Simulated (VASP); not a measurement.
Hf: single point with PBE

The system is Hf.

```xyz
1
Lattice="0.0000 2.3515 2.3515 2.2598 0.0252 2.3264 2.2918 2.3584 -0.0068" Properties=species:S:1:pos:R:3 pbc="T T T"
Hf    0.0000    0.0000    0.0000
```

This cell differs from its parent crystal: strained.

```json
{
 "Program": "VASP 6.6.1",
 "Task": "single point",
 "Functional": "PBE",
 "Potentials or basis": "VASP PAW PBE potentials, release 64 (Hf_pv)",
 "Cutoff": "520 eV",
 "k mesh": "14 × 14 × 14",
 "Occupations": "gaussian, width 0.1 eV",
 "Spin": "no spin polarisation",
 "Dipole correction": "no",
 "Further INCAR settings": "ALGO = Fast; EDIFF = 1e-06; NBANDS = 11"
}
```

```yaml
Pressure: -9.1 GPa
Band_gap_on_the_k_mesh: zero (band 5 reaches 5.23 eV, above the bottom of band 6 at 3.47 eV)
```

Stress tensor (GPa, compression positive):
```
-8.12 -0.77  0.77
-0.77 -9.54 -0.41
 0.77 -0.41 -9.54
```

Levels at points of the mesh, in eV from the Fermi level:
```csv
k point,band 3,band 4,band 5,band 6,band 7,band 8
"(0.00, 0.00, 0.00)",-30.41,-6.83,1.19,1.23,1.60,3.55
"(0.50, 0.00, 0.00)",-30.49,-3.35,0.26,0.99,1.35,5.39
"(0.00, 0.50, 0.00)",-30.51,-3.27,0.41,0.98,1.24,5.48
"(0.50, 0.50, 0.00)",-30.60,-2.85,-1.74,1.87,5.55,5.93
"(0.00, 0.00, 0.50)",-30.48,-3.37,0.21,0.91,1.47,5.53
"(0.00, 0.50, 0.50)",-30.64,-2.77,-1.81,2.30,5.53,6.07
```

Run time: 2.9 min on 1 thread of Intel(R) Xeon(R) Platinum 8488C (Sapphire Rapids) (shared host), peak memory 0.31 GiB.

Caveat: the cell differs from its parent crystal (strained); spin-orbit coupling is left out, which moves the levels of the heavy elements.
